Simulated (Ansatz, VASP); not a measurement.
## MnSb: VASP beside Ansatz

INCAR

```
SYSTEM = MnSb
  PREC = Accurate
  ENCUT = 520
  EDIFF = 1E-6
  ISMEAR = -1
  SIGMA = 0.05
  LREAL = .FALSE.
  LASPH = .TRUE.
  NELM = 150
  ALGO = Normal
  ISIF = 2
  LWAVE = .FALSE.
  LCHARG = .FALSE.
  MAGMOM = 0 0 0 0 0 0 2.309 2.309 2.309 2.309 2.309 2.309
  LORBIT = 11
  LSORBIT = .TRUE.
  GGA_COMPAT = .FALSE.
  LORBMOM = .TRUE.
  LMAXMIX = 4
  GGA = PE
  NBANDS = 50
```

Contents of KPOINTS:

```
regular mesh
0
G
  5 5 4
  0 0 0
```

POSCAR

```
MnSb
1.0
    4.1500000000      0.0000000000      0.0000000000
   -2.0750000000      3.5940054257      0.0000000000
    0.0000000000      0.0000000000      5.7800000000
Sb Mn
2 2
Direct
    0.6666666667      0.3333333333      0.7500000000
    0.3333333333      0.6666666667      0.2500000000
    0.0000000000      0.0000000000      0.5000000000
    0.0000000000      0.0000000000      0.0000000000
```

Contents of input.yaml:

```yaml
crystal:
  lattice:
    - [4.15, 0.0, 0.0]
    - [-2.075, 3.5940054257, 0.0]
    - [0.0, 0.0, 5.78]
  atoms:
    - { symbol: Sb, position: [0.6666666667, 0.3333333333, 0.75] }
    - { symbol: Sb, position: [0.3333333333, 0.6666666667, 0.25] }
    - { symbol: Mn, position: [0.0, 0.0, 0.5], spin: 3.999, spin_axis: [2.309, 2.309, 2.309] }
    - { symbol: Mn, position: [0.0, 0.0, 0.0], spin: 3.999, spin_axis: [2.309, 2.309, 2.309] }
hamiltonian:
  xc: pbe
  pseudopotentials: { kind: paw_fr }
magnetization:
  noncollinear: true
  spin_orbit: true
kpoints:
  mp_grid: { grid: [5, 5, 4] }
  band_path:
    path:
      - [[0.0, 0.0, 0.0], [0.5, 0.0, 0.0], [0.3333333333, 0.3333333333, 0.0], [0.0, 0.0, 0.0], [0.0, 0.0, 0.5], [0.5, 0.0, 0.5], [0.3333333333, 0.3333333333, 0.5], [0.0, 0.0, 0.5]]
      - [[0.5, 0.0, 0.5], [0.5, 0.0, 0.0]]
      - [[0.3333333333, 0.3333333333, 0.0], [0.3333333333, 0.3333333333, 0.5]]
    npoints: 14
scf:
  occupations: { method: fermi_dirac, width: 0.05 }
  n_extra_bands: 10
output:
  forces: true
  stress: true
  eigenvalues: true
  fatbands: true
```

Alike in both runs: functional PBE; k mesh 5 × 5 × 4; occupations fermi-dirac, width 0.05 eV; non-collinear spin, spin-orbit coupling.

|  | VASP | Ansatz |
| --- | --- | --- |
| version | VASP 6.6.1 | Ansatz 0.2.0 |
| potentials or method | VASP PAW PBE potentials, release 64 (Sb, Mn_pv) | Ansatz PAW |
| plane-wave cutoff (eV) | 520 | 420 |
| valence electrons in the cell | 36 | 60 |
| task | single point | band structure |

|  | VASP | Ansatz | Ansatz less VASP |
| --- | --- | --- | --- |
| pressure (GPa) | -3.2 | -3.2 | 0.00 |
| traceless stress, the component that is largest in VASP (GPa) | -0.87 | -0.87 | -0.001 |
| net moment per atom (μB) | 1.67 | 1.67 | 0.000 |

The functional is the same, so the differences come from potentials, cutoffs and numerics. VASP's potentials hold 36 valence electrons a cell and Ansatz's 60, so a difference there can come from the potentials and not from the codes.
